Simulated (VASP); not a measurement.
A run of VASP 6.6.1:

Contents of POSCAR:

```
Ti
1.0
    2.9351862674      0.0000000000      0.0000000000
   -1.4675931337      2.5419458724      0.0000000000
    0.0000000000      0.0000000000      4.6380487269
Ti
2
Direct
    0.3333333333      0.6666666667      0.2500000000
    0.6666666667      0.3333333333      0.7500000000
```

The input INCAR.step1:

```
SYSTEM = Ti
PREC = Accurate
ENCUT = 520
ISMEAR = 0
SIGMA = 0.1
LREAL = .FALSE.
LASPH = .TRUE.
NELM = 60
NBANDS = 19
GGA = PE
ALGO = Normal
EDIFF = 1E-4
LWAVE = .TRUE.
LCHARG = .FALSE.
```

INCAR.step2

```
SYSTEM = Ti
PREC = Accurate
ENCUT = 520
EDIFF = 1E-7
ISMEAR = 0
SIGMA = 0.1
LREAL = .FALSE.
LASPH = .TRUE.
NELM = 60
ALGO = Normal
ISIF = 2
LWAVE = .FALSE.
LCHARG = .FALSE.
METAGGA = R2SCAN
LMIXTAU = .TRUE.
NBANDS = 19
ISTART = 1
```

KPOINTS

```
regular mesh
0
G
  18 18 10
  0 0 0
```

Potentials or basis: VASP PAW PBE potentials, release 64 (Ti_sv).

Launch:

```bash
$ cat potpaw_PBE.64/Ti_sv/POTCAR > POTCAR
$ cp INCAR.step1 INCAR
$ mpirun -np 1 vasp_std > vasp.out
$ cp INCAR.step2 INCAR
$ mpirun -np 1 vasp_std > vasp.out
```

Hardware: 1 thread of Intel Xeon 8259CL, on a shared host.

**Question.** Estimate the wall time of this run.

**Answer.** It took 5.9 min on 1 thread of Intel Xeon 8259CL, with other jobs on the host, peak memory 0.25 GiB. Counts: k points 222.
